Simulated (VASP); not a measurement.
# KCl (Pm-3m) in VASP: a series of runs, part 2 of 2

VASP 6.6.1. The steps go on from the part before.

### 5 Single point, r2SCAN

POSCAR

```
KCl
1.0
    3.7708085932      0.0000000000      0.0000000000
    0.0000000000      3.7708085932      0.0000000000
    0.0000000000      0.0000000000      3.7708085932
K Cl
1 1
Direct
    0.0000000000      0.0000000000      0.0000000000
    0.5000000000      0.5000000000      0.5000000000
```

INCAR.step1

```
SYSTEM = KCl
PREC     = Accurate       ! precision mode
ENCUT    = 520            ! plane-wave cutoff, eV
ISMEAR   = -1             ! smearing method
SIGMA    = 0.5            ! smearing width, eV
LREAL    = .False.        ! projectors in reciprocal space
LASPH    = .True.         ! aspherical terms in the spheres
NELM     = 80             ! most SCF steps
NBANDS   = 15             ! bands
GGA      = PE             ! functional
ALGO     = Normal         ! electronic algorithm
EDIFF    = 1E-4           ! SCF threshold, eV
LWAVE    = .True.         ! write WAVECAR
LCHARG   = .False.        ! write CHGCAR
```

INCAR.step2

```
SYSTEM = KCl
PREC     = Accurate       ! precision mode
ENCUT    = 520            ! plane-wave cutoff, eV
EDIFF    = 1E-7           ! SCF threshold, eV
ISMEAR   = -1             ! smearing method
SIGMA    = 0.5            ! smearing width, eV
LREAL    = .False.        ! projectors in reciprocal space
LASPH    = .True.         ! aspherical terms in the spheres
NELM     = 80             ! most SCF steps
ALGO     = Normal         ! electronic algorithm
ISIF     = 2              ! what is computed and relaxed
LWAVE    = .False.        ! write WAVECAR
LCHARG   = .False.        ! write CHGCAR
METAGGA  = R2SCAN         ! meta-GGA
LMIXTAU  = .True.       
NBANDS   = 15             ! bands
ISTART   = 1
```

KPOINTS

```
Automatic mesh
0
Gamma
  6 6 6
  0 0 0
```

Potentials or basis: VASP PAW PBE potentials, release 64 (K_sv, Cl).

Started as:

```bash
$ cat potpaw_PBE.64/K_sv/POTCAR potpaw_PBE.64/Cl/POTCAR > POTCAR
$ cp INCAR.step1 INCAR
$ mpirun -np 1 vasp_std > vasp.out
$ cp INCAR.step2 INCAR
$ mpirun -np 1 vasp_std > vasp.out
```

OUTCAR:

```text
SYSTEM = KCl
   PREC = Accurate
   ENCUT = 520
   EDIFF = 1E-7
   ISMEAR = -1
   LREAL = .False.
   LASPH = .True.
   NELM = 80
   ISIF = 2
   METAGGA = R2SCAN
   ISTART = 1

 ion  position               nearest neighbor table
   1  0.000  0.000  0.000-
   2  0.500  0.500  0.500-

  LATTYP: Found a simple cubic cell.
 ALAT       =     3.7708085932

  Lattice vectors:

 A1 = (   3.7708085932,   0.0000000000,   0.0000000000)
 A2 = (   0.0000000000,   3.7708085932,   0.0000000000)
 A3 = (   0.0000000000,   0.0000000000,   3.7708085932)

Analysis of symmetry for initial positions (statically):
=====================================================================
 Subroutine PRICEL returns:
 Original cell was already a primitive cell.

 Routine SETGRP: Setting up the symmetry group for a
 simple cubic supercell.

 Subroutine GETGRP returns: Found 48 space group operations
 (whereof 48 operations were pure point group operations)
 out of a pool of 48 trial point group operations.

The static configuration has the point symmetry O_h .

Analysis of symmetry for dynamics (positions and initial velocities):
=====================================================================
 Subroutine PRICEL returns:
 Original cell was already a primitive cell.

 Routine SETGRP: Setting up the symmetry group for a
 simple cubic supercell.

 Subroutine GETGRP returns: Found 48 space group operations
 (whereof 48 operations were pure point group operations)
 out of a pool of 48 trial point group operations.

The dynamic configuration has the point symmetry O_h .

 Subroutine INISYM returns: Found 48 space group operations
 (whereof 48 operations are pure point group operations),
 and found     1 'primitive' translations

[... 114 lines left out ...]
   METAGGA = R2SCAN    functional components
   LHFCALC =     F    Hartree Fock is set to
   AEXX    =    0.0000 exact exchange contribution
   IVDW    =     0    specifies the selected vdW correction
   LEPSILON=     F    determine dielectric tensor
   LRPA    =     F    only Hartree local field effects (RPA)
 non-spin polarized calculation
  energy-cutoff  :      520.00
  volume of cell :       53.62
 maximum number of plane-waves:      1472
   NGX = 15   NGY = 15   NGZ = 15

 number of electron      16.0000004 magnetization

 Free energy of the ion-electron system (eV)
  ---------------------------------------------------
  ext. energy  EPLUGINS =         0.00000000
  ---------------------------------------------------
  free energy    TOTEN  =       -16.40874554 eV

  energy without entropy =      -16.39886916  energy(sigma->0) =      -16.40380735

 E-fermi :   2.6755     XC(G=0):  -8.7355

 val. band max:       -0.9597514064   @ k =   0.5000   0.5000   0.0000
 cond. band min:       4.8503663078   @ k =   0.0000   0.0000   0.0000
 fundamental gap:      5.8101177143
 Fermi energy:         2.6754651138

 k-point     1 :       0.0000    0.0000    0.0000
  band No.  band energies     occupation
      1     -30.0420      2.00000
      2     -14.1947      2.00000
      3     -12.6507      2.00000
      4     -12.6507      2.00000
      5     -12.6507      2.00000
      6      -1.1758      1.99910
      7      -1.1758      1.99910
      8      -1.1758      1.99910
      9       4.8504      0.02549
     10       6.1341      0.00198
     11       6.1341      0.00198
     12      10.6462      0.00000
     13      10.6462      0.00000
     14      10.6462      0.00000
[... 329 lines left out ...]
      2     -13.7209      2.00000
      3     -12.8434      2.00000
      4     -12.8434      2.00000
      5     -12.8434      2.00000
      6      -2.4138      1.99992
      7      -2.4138      1.99992
      8      -2.4138      1.99992
      9       8.7129      0.00001
     10       8.7129      0.00001
     11       8.7129      0.00001
     12      10.0054      0.00000
     13      10.0054      0.00000
     14      10.0054      0.00000
     15      12.3413      0.00000

------------------------ aborting loop because EDIFF is reached ----------------------------------------

  FORCE on cell =-STRESS in cart. coord.  units (eV):
  Direction    XX          YY          ZZ          XY          YZ          ZX
  --------------------------------------------------------------------------------------
  -------------------------------------------------------------------------------------
  Total       -0.0092051     -0.0092051     -0.0092051     -0.0000000      0.0000000      0.0000000
  in kB       -0.2750654     -0.2750654     -0.2750654     -0.0000000      0.0000000      0.0000000
  external PRESSURE =      -0.2750654 kB  Pullay stress =       0.0000000 kB

 VOLUME and BASIS-vectors are now :
 -----------------------------------------------------------------------------
  energy-cutoff  :      520.00
  volume of cell :       53.62
      direct lattice vectors                 reciprocal lattice vectors
     3.770808593  0.000000000  0.000000000     0.265195110  0.000000000  0.000000000
     0.000000000  3.770808593  0.000000000     0.000000000  0.265195110  0.000000000
     0.000000000  0.000000000  3.770808593     0.000000000  0.000000000  0.265195110

 POSITION                                       TOTAL-FORCE (eV/Angst)
 -----------------------------------------------------------------------------------
      0.00000      0.00000      0.00000         0.000000      0.000000      0.000000
      1.88540      1.88540      1.88540         0.000000      0.000000      0.000000
 -----------------------------------------------------------------------------------
    total drift:                               -0.000000      0.000000      0.000000

  FREE ENERGIE OF THE ION-ELECTRON SYSTEM (eV)
  ---------------------------------------------------
  free  energy   TOTEN  =       -16.4087455438 eV

  energy  without entropy=      -16.3988691601  energy(sigma->0) =      -16.40380735
```

Run time: 48 s. Hardware: 1 thread of Intel Xeon Platinum 8259CL at 2.50GHz (Skylake/Cascade Lake), shared host; peak memory 0.17 GiB.

Results:

```
Free energy            : -16.4087 eV
Pressure               : 0.0 GPa
Band gap on the k mesh : 5.81 eV, indirect (least direct gap 6.03 eV)
```

Caveat: the PAW data sets were made with another functional, which shifts forces and pressure a little. r2SCAN opens gaps a little over a GGA but as a rule still falls short of measured ones.

### 6 The runs side by side

| smearing | gap on the mesh (eV) | pressure (GPa) |
| --- | --- | --- |
| gaussian 0.01 eV | 5.81 | 0.0 |
| gaussian 0.001 eV | 5.81 | 0.0 |
| methfessel-paxton 0.001 eV | 5.81 | 0.0 |
| fermi-dirac 0.5 eV | 5.81 | 0.0 |

Alike in all rows: task single point; level r2SCAN; potentials or basis VASP PAW PBE potentials, release 64 (K_sv, Cl); no spin polarisation; cell as given; k mesh 6 × 6 × 6; cutoff (eV) 520.

On the cell as given the gap runs from 5.81 eV (r2SCAN) to 5.81 eV (r2SCAN).

Caveats: the PAW data sets were made with another functional, which shifts forces and pressure a little.

Total energies depend on the potentials used, so only differences within one code and one set of settings carry meaning.
